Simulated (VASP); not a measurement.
A run of VASP 6.6.1:

Contents of INCAR:

```
SYSTEM = RbH2
PREC = Accurate
ENCUT = 520
EDIFF = 1E-7
ISMEAR = 0
SIGMA = 0.1
LREAL = .FALSE.
LASPH = .TRUE.
NELM = 80
ALGO = Normal
ISIF = 2
LWAVE = .FALSE.
LCHARG = .FALSE.
GGA = PE
NBANDS = 26
```

The input KPOINTS:

```
regular mesh
0
G
  6 6 6
  0 0 0
```

Contents of POSCAR:

```
RbH2
1.0
    7.6327502126      0.0000000000      0.0000000000
   -3.8163751063      6.6101555849      0.0000000000
    0.0000000000      0.0000000000      7.3438988663
Rb H
3 6
Direct
    0.3048513714      0.0000000000      0.3333333333
    0.0000000000      0.3048513714      0.6666666667
    0.6951486286      0.6951486286      0.0000000000
    0.4995745815      0.5278250924      0.4549233491
    0.4721749076      0.9717494890      0.7882566824
    0.0282505110      0.5004254185      0.1215900158
    0.5278250924      0.4995745815      0.5450766509
    0.9717494890      0.4721749076      0.2117433176
    0.5004254185      0.0282505110      0.8784099842
```

Potentials or basis: VASP PAW PBE potentials, release 64 (Rb_sv, H).

Launch:

```sh
$ cat potpaw_PBE.64/Rb_sv/POTCAR potpaw_PBE.64/H/POTCAR > POTCAR
$ mpirun -np 1 vasp_std > vasp.out
```

Hardware: 1 thread of Intel(R) Xeon(R) 6975P-C (Granite Rapids), with other jobs on the host.

Q: Estimate the wall time of this run.

A: It took 3.3 min on 1 thread of Intel(R) Xeon(R) 6975P-C (Granite Rapids), with other jobs on the host, peak memory 0.59 GiB. Counts: scf iterations 15, k points 34.
